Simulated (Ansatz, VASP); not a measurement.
Pt: VASP beside Ansatz

File INCAR:

```
SYSTEM = Pt
PREC = Accurate ; ENCUT = 520
EDIFF = 1E-6 ; ISMEAR = 0
SIGMA = 0.15 ; LREAL = .FALSE.
LASPH = .TRUE. ; NELM = 100
ALGO = Fast ; ISIF = 2
LWAVE = .FALSE. ; LCHARG = .TRUE.
GGA = CA ; LELF = .TRUE.
LVHAR = .TRUE. ; NBANDS = 11
```

Contents of KPOINTS:

```
Automatic mesh
0
G
  20 20 20
  0 0 0
```

Contents of POSCAR:

```
Pt
1.0
    0.0000000000      1.9468328700      1.9809024452
    1.8397570622      0.0000000000      1.9809024452
    1.8397570622      1.9468328700      0.0000000000
Pt
1
Direct
    0.0000000000      0.0000000000      0.0000000000
```

Input for Ansatz:

```yaml
crystal:
  lattice:
    - [0.0, 1.94683287, 1.9809024452]
    - [1.8397570622, 0.0, 1.9809024452]
    - [1.8397570622, 1.94683287, 0.0]
  atoms:
    - { symbol: Pt, position: [0.0, 0.0, 0.0] }
basis:
  ecutwfc: 420
kpoints:
  mp_grid: { grid: [20, 20, 20] }
hamiltonian:
  xc: lda
scf:
  occupations: { method: gaussian, width: 0.15 }
output:
  forces: true
  stress: true
  eigenvalues: true
```

Change from the starting cell: normal strain along x -0.0550, normal strain along z +0.0175.

Alike in both runs: task single point; functional LDA; k mesh 20 × 20 × 20; occupations gaussian, width 0.15 eV; no spin polarisation.

|  | VASP | Ansatz |
| --- | --- | --- |
| version | VASP 6.6.1 | Ansatz 0.2.0 |
| potentials or method | VASP PAW LDA potentials, release 64 (Pt), cutoff 520 eV | scalar-relativistic, plane waves, PAW |
| valence electrons in the cell | 10 | 18 |

```csv
,VASP,Ansatz,Ansatz less VASP
gap on the k mesh at the Fermi level (eV),none,none,-
pressure (GPa),15.0,14.0,-1.02
"traceless stress, the component that is largest in VASP (GPa)",4.11,4.08,-0.021
```

LDA's correlation is that of Perdew and Zunger in VASP and of Perdew and Wang (1992) in Ansatz. A gap of «none» marks a metal or a gap that the smearing closes. VASP's potentials hold 10 valence electrons a cell and Ansatz's 18, so a difference there can come from the potentials and not from the codes.

Neither program's run includes spin-orbit coupling.
